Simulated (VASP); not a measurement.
A run of VASP 6.6.1 is set up as follows.

File INCAR:

```
SYSTEM = TiO2
  ALGO = Normal
  EDIFF = 1E-6
  EDIFFG = -0.01
  ENCUT = 600
  GGA = PE
  IBRION = 2
  ISIF = 4
  ISMEAR = 0
  LASPH = .TRUE.
  LCHARG = .FALSE.
  LREAL = .FALSE.
  LWAVE = .FALSE.
  NELM = 60
  NSW = 50
  PREC = Accurate
  SIGMA = 0.02
```

Contents of KPOINTS:

```
k-points
0
G
  10 10 10
  0 0 0
```

File POSCAR:

```
TiO2
1.0
   -1.8626655076      1.8626655076      4.5888913197
    1.8626655076     -1.8626655076      4.5888913197
    1.8626655076      1.8626655076     -4.5888913197
Ti O
2 4
Direct
    0.0000000000      0.0000000000      0.0000000000
    0.7500000000      0.2500000000      0.5000000000
    0.2120514252      0.2120514252      0.0000000000
    0.9620514252      0.4620514252      0.5000000000
    0.5379485748      0.0379485748      0.5000000000
    0.7879485748      0.7879485748      0.0000000000
```

Potentials or basis: VASP PAW PBE potentials, release 64 (Ti_sv, O).

Launch:

```sh
$ cat potpaw_PBE.64/Ti_sv/POTCAR potpaw_PBE.64/O/POTCAR > POTCAR
$ mpirun -np 1 vasp_std > vasp.out
```

(1) Estimate the band gap on the k mesh.

## Answers

(1) 1.95 eV (least direct gap 2.47 eV).
